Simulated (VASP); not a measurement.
Al6N: single point with PBE

The system is Al6N.

```xyz
14
Lattice="2.9481 0.0000 0.0000 -1.4741 2.5532 0.0000 0.0000 0.0000 28.6136" Properties=species:S:1:pos:R:3 pbc="T T T"
Al    1.4741    0.8511   19.3465
Al    0.0000    0.0000   21.6722
Al    0.0000    1.7021   23.9948
Al    0.0000    1.7021   16.9912
Al    0.0000    1.7021    2.6251
Al    1.4741    0.8511    5.2526
Al    0.0000    0.0000    0.0240
Al    0.0000    0.0000    7.6851
Al    1.4741    0.8511   26.3667
Al    1.4741    0.8511   12.3042
Al    0.0000    0.0000   14.6737
Al    0.0000    1.7021    9.9726
N     0.0000    0.0000    1.9231
N     0.0000    1.7021    4.5088
```

```json
{
  "Program": "VASP 6.6.1",
  "Task": "single point",
  "Functional": "PBE",
  "Potentials or basis": "VASP PAW PBE potentials, release 64 (Al, N)",
  "Cutoff": "520 eV",
  "k mesh": "6 × 6 × 1",
  "Occupations": "gaussian, width 0.2 eV",
  "Spin": "no spin polarisation",
  "Dipole correction": "no",
  "Further INCAR settings": "ALGO = Normal; EDIFF = 1e-06; NBANDS = 36"
}
```

* Pressure: 0.2 GPa
* Largest force: 0.043 eV/Å
* Band gap on the k mesh: zero (band 23 reaches 10.23 eV, above the bottom of band 24 at 6.16 eV)

Forces in eV/Å, atoms in the order of the input:
```
Al   0.000  0.000  0.011
Al   0.000  0.000 -0.034
Al   0.000  0.000  0.031
Al   0.000  0.000  0.029
Al   0.000  0.000 -0.025
Al   0.000  0.000 -0.024
Al   0.000  0.000  0.043
Al   0.000  0.000  0.023
Al   0.000  0.000 -0.018
Al   0.000  0.000  0.022
Al   0.000  0.000 -0.034
Al   0.000  0.000 -0.040
N    0.000  0.000  0.035
N    0.000  0.000 -0.020
```

Levels at points of the mesh, in eV from the Fermi level:
```
           k point  band 21  band 22  band 23  band 24  band 25  band 26
(0.00, 0.00, 0.00)    -0.80     0.96     1.95     3.89     4.49     6.26
(0.50, 0.00, 0.00)    -2.62    -2.05    -1.44    -1.30    -0.42    -0.38
```

Wall time 72 s on 1 thread of AMD EPYC 9R45 (Zen 5), on a shared host, peak memory 0.3 GiB.

Caveat: the k points lie up to 0.41 Å⁻¹ apart.
